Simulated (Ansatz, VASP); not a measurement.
# One calculation of MgO, two programs

The input INCAR:

```
PREC = Accurate
ENCUT = 520
EDIFF = 1E-7
ISMEAR = 0
SIGMA = 0.05
LREAL = False
LASPH = True
NELM = 60
ALGO = Normal
ISIF = 2
LWAVE = False
LCHARG = False
GGA = PE
NBANDS = 16
```

File KPOINTS:

```
Automatic mesh
0
Gamma
  9 9 6
```

POSCAR

```
MgO
1.0
    3.6974000000      0.0000000000      0.0000000000
   -1.8487000000      3.2020423279      0.0000000000
    0.0000000000      0.0000000000      4.3666000000
Mg O
2 2
Direct
    0.6666666667      0.3333333333      0.7500000000
    0.3333333333      0.6666666667      0.2500000000
    0.6666666667      0.3333333333      0.2500000000
    0.3333333333      0.6666666667      0.7500000000
```

Input for Ansatz:

```yaml
crystal:
  lattice:
    - [3.6974, 0.0, 0.0]
    - [-1.8487, 3.2020423279, 0.0]
    - [0.0, 0.0, 4.3666]
  atoms:
    - { symbol: Mg, position: [0.6666666667, 0.3333333333, 0.75] }
    - { symbol: Mg, position: [0.3333333333, 0.6666666667, 0.25] }
    - { symbol: O, position: [0.6666666667, 0.3333333333, 0.25] }
    - { symbol: O, position: [0.3333333333, 0.6666666667, 0.75] }
basis:
  ecutwfc: 520.0
kpoints:
  mp_grid: { grid: [9, 9, 6] }
hamiltonian:
  xc: pbe
  pseudopotentials: { kind: paw, azcp: { folder: soft_1 } }
scf:
  occupations: { method: gaussian, width: 0.05 }
output:
  forces: true
  stress: true
  eigenvalues: true
```

Alike in both runs: task single point; functional PBE; k mesh 9 × 9 × 6; occupations gaussian, width 0.05 eV; no spin polarisation.

|  | VASP | Ansatz |
| --- | --- | --- |
| version | VASP 6.6.1 | Ansatz 0.2.0 |
| potentials or method | VASP PAW PBE potentials, release 64 (Mg, O), cutoff 520 eV | scalar-relativistic, plane waves, PAW |
| valence electrons in the cell | 16 | 32 |

```csv
,VASP,Ansatz,Ansatz less VASP
gap on the k mesh at the Fermi level (eV),2.68,2.70,+0.020
least direct gap on the mesh (eV),2.68,2.70,+0.020
pressure (GPa),-12.6,-12.1,+0.54
"traceless stress, the component that is largest in VASP (GPa)",0.32,0.39,+0.071
```

With one functional, cell and mesh, what is left measures potentials, basis and numerics. VASP's potentials hold 16 valence electrons a cell and Ansatz's 32, so a difference there can come from the potentials and not from the codes.
